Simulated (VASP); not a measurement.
Here is a VASP 6.6.1 calculation.

INCAR

```
SYSTEM = BN
PREC = Accurate ; ENCUT = 520
EDIFF = 1E-6 ; ISMEAR = 0
SIGMA = 0.05 ; LREAL = .FALSE.
LASPH = .TRUE. ; NELM = 100
ALGO = Normal ; ISIF = 2
LWAVE = .FALSE. ; LCHARG = .TRUE.
GGA = PE ; IVDW = 12
LELF = .TRUE. ; LVHAR = .TRUE.
NBANDS = 26
```

KPOINTS

```
regular mesh
0
G
  10 10 2
  0 0 0
```

POSCAR

```
BN
1.0
   -2.5039917043      0.0000000000      0.0000000000
   -1.2519958521     -2.1685204268      0.0000000000
   -2.5041169039     -1.4457525686     13.3224000000
B N
4 4
Direct
   -0.2500291667     -0.2500291667      0.8750000000
    0.0833208333      0.0833208333      0.3750000000
    0.5833291667      0.5833291667      0.1250000000
    0.2499791667      0.2499791667      0.6250000000
    0.2499958333      0.2499958333      0.1250000000
   -0.0833541667     -0.0833541667      0.6250000000
    0.0833041667      0.0833041667      0.8750000000
    0.4166541667      0.4166541667      0.3750000000
```

Potentials or basis: VASP PAW PBE potentials, release 64 (B, N).

Launch:

```sh
$ cat potpaw_PBE.64/B/POTCAR potpaw_PBE.64/N/POTCAR > POTCAR
$ mpirun -np 1 vasp_std > vasp.out
```

(1) What does it give for the dispersion energy per atom?

(2) Predict the band gap on the k mesh.

(3) Predict the pressure.

(4) What does it give for the largest force?

## Answers

(1) -0.141 eV.

(2) 4.16 eV (least direct gap 4.28 eV).

(3) 0.7 GPa.

(4) 0.013 eV/Å.
